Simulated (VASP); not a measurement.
Set up this calculation in VASP 6.6.1, as the native input.

```yaml
Task: single point
Functional: HSE06
Potentials_or_basis: VASP PAW PBE potentials, release 64 (Cs_sv, Sn_d, I)
Cutoff: 520 eV
k_mesh: 2 × 2 × 2
Occupations: gaussian, width 0.01 eV
Spin: no spin polarisation
Dipole_correction: no
Grid_for_exact_exchange_PRECFOCK: Fast
Further_INCAR_settings: ALGO = Normal; EDIFF = 1e-06; NBANDS = 30
Share_of_exact_exchange: 0.25
Screening_parameter: 0.2079 1/Å
```

The system is CsSnI3.

```xyz
5
Lattice="6.5797 0.0000 0.0000 0.0000 6.5797 0.0000 0.0000 0.0000 6.2414" Properties=species:S:1:pos:R:3 pbc="T T T"
Cs    0.0000    0.0000    0.0000
Sn    3.2898    3.2898    3.1207
I     0.0000    3.2898    3.1207
I     3.2898    0.0000    3.1207
I     3.2898    3.2898    0.0000
```

This cell differs from its parent crystal: biaxial xy strain +5.4%.

One way to write it, as run:

POSCAR

```
CsSnI3
1.0
    6.5796840212      0.0000000000      0.0000000000
    0.0000000000      6.5796840212      0.0000000000
    0.0000000000      0.0000000000      6.2414001339
Cs Sn I
1 1 3
Direct
    0.0000000000      0.0000000000      0.0000000000
    0.5000000000      0.5000000000      0.5000000000
    0.0000000000      0.5000000000      0.5000000000
    0.5000000000      0.0000000000      0.5000000000
    0.5000000000      0.5000000000      0.0000000000
```

INCAR.step1

```
PREC = Accurate
ENCUT = 520
EDIFF = 1E-5
ISMEAR = 0
SIGMA = 0.01
LREAL = F
LASPH = T
NELM = 80
ALGO = Normal
ISIF = 2
LWAVE = T
GGA = PE
NBANDS = 30
```

INCAR.step2

```
PREC = Accurate
ENCUT = 520
EDIFF = 1E-6
ISMEAR = 0
SIGMA = 0.01
LREAL = F
LASPH = T
NELM = 80
ALGO = Normal
ISIF = 2
LWAVE = F
LCHARG = T
GGA = PE
LHFCALC = T
HFSCREEN = 0.2079
PRECFOCK = Fast
LELF = T
LVHAR = T
ISTART = 1
NBANDS = 30
```

KPOINTS

```
regular mesh
0
Gamma
  2 2 2
```

Potentials or basis: VASP PAW PBE potentials, release 64 (Cs_sv, Sn_d, I).

Command:

```console
$ cat potpaw_PBE.64/Cs_sv/POTCAR potpaw_PBE.64/Sn_d/POTCAR potpaw_PBE.64/I/POTCAR > POTCAR
$ cp INCAR.step1 INCAR
$ mpirun -np 1 vasp_std > vasp.out
$ cp INCAR.step2 INCAR
$ mpirun -np 1 vasp_std > vasp.out
```

Results of the run:

* Pressure: -0.3 GPa
* Band gap on the k mesh: 1.15 eV

Caveat: the k points lie up to 0.50 Å⁻¹ apart; the cell differs from its parent crystal (biaxial xy strain +5.4%); the PAW data sets were made with another functional, which shifts forces and pressure a little; spin-orbit coupling is left out, which moves the levels of the heavy elements.

It took 9.3 min on 1 thread of Intel(R) Xeon(R) Platinum 8375C CPU @ 2.90GHz (Ice Lake), with other jobs on the host, peak memory 0.48 GiB.
